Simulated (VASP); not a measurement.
A run of VASP 6.6.1 is set up as follows.

File INCAR:

```
SYSTEM = WS2
PREC = Accurate ; ENCUT = 520
EDIFF = 1E-7 ; ISMEAR = -1
SIGMA = 0.05 ; LREAL = .FALSE.
LASPH = .TRUE. ; NELM = 100
ALGO = Normal ; ISIF = 2
LWAVE = .FALSE. ; LCHARG = .FALSE.
GGA = PE ; NBANDS = 20
```

File KPOINTS:

```
regular mesh
0
G
  9 9 4
  0 0 0
```

Contents of POSCAR:

```
WS2
1.0
    3.0708668362      0.0000000000      0.0000000000
    0.0000000000      3.0708668362      0.0000000000
    0.0000000000      0.0000000000      6.3660280661
W S
1 2
Direct
    0.0000000000      0.0000000000      0.0000000000
    0.5000000000      0.5000000000      0.2843227100
    0.5000000000      0.5000000000      0.7156772900
```

Potentials or basis: VASP PAW PBE potentials, release 64 (W_sv, S).

Command:

```bash
$ cat potpaw_PBE.64/W_sv/POTCAR potpaw_PBE.64/S/POTCAR > POTCAR
$ mpirun -np 1 vasp_std > vasp.out
```

(1) Predict the largest force.

(2) What does it give for the pressure?

(3) Estimate the band gap on the k mesh.

Answers

(1) 4.309 eV/Å.

(2) -19.7 GPa.

(3) zero (band 13 reaches 6.54 eV, above the bottom of band 14 at 5.46 eV).

Caveat: spin-orbit coupling is left out, which moves the levels of the heavy elements; forces of over 1 eV/Å act on the atoms, so gaps and moduli don't describe the material at rest.
